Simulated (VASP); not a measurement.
Runs of VASP 6.6.1 on GePt. The structure is that of space group Pm-3m (No. 221), or close to it. The cells are those of the table. 

| cell | k mesh | gap on the mesh (eV) | pressure (GPa) |
| --- | --- | --- | --- |
| a = 3.191 Å, 2 atoms | 6 × 6 × 6 | none | 0.3 |
| a = 3.198 Å, 2 atoms | 6 × 6 × 6 | none | -0.5 |
| a = 3.151, b = 3.151, c = 3.277 Å, 2 atoms | 6 × 6 × 5 | none | 0.2 |
| a = 3.200 Å, 2 atoms | 6 × 6 × 6 | none | (a) |

Alike in all rows: task single point; level PBE; potentials or basis VASP PAW PBE potentials, release 64 (Ge_d, Pt); no spin polarisation; cutoff (eV) 500; smearing gaussian 0.2 eV.

Task: Fill in the values left out.

Result: (a) -0.8.

Caveats: some runs use coarse meshes; spin-orbit coupling is left out, which moves the levels of the heavy elements.

A k mesh can miss the band edges, and the runs leave out spin-orbit coupling on Ge, Pt.

A gap of «none» marks levels without a gap at the run's occupations.
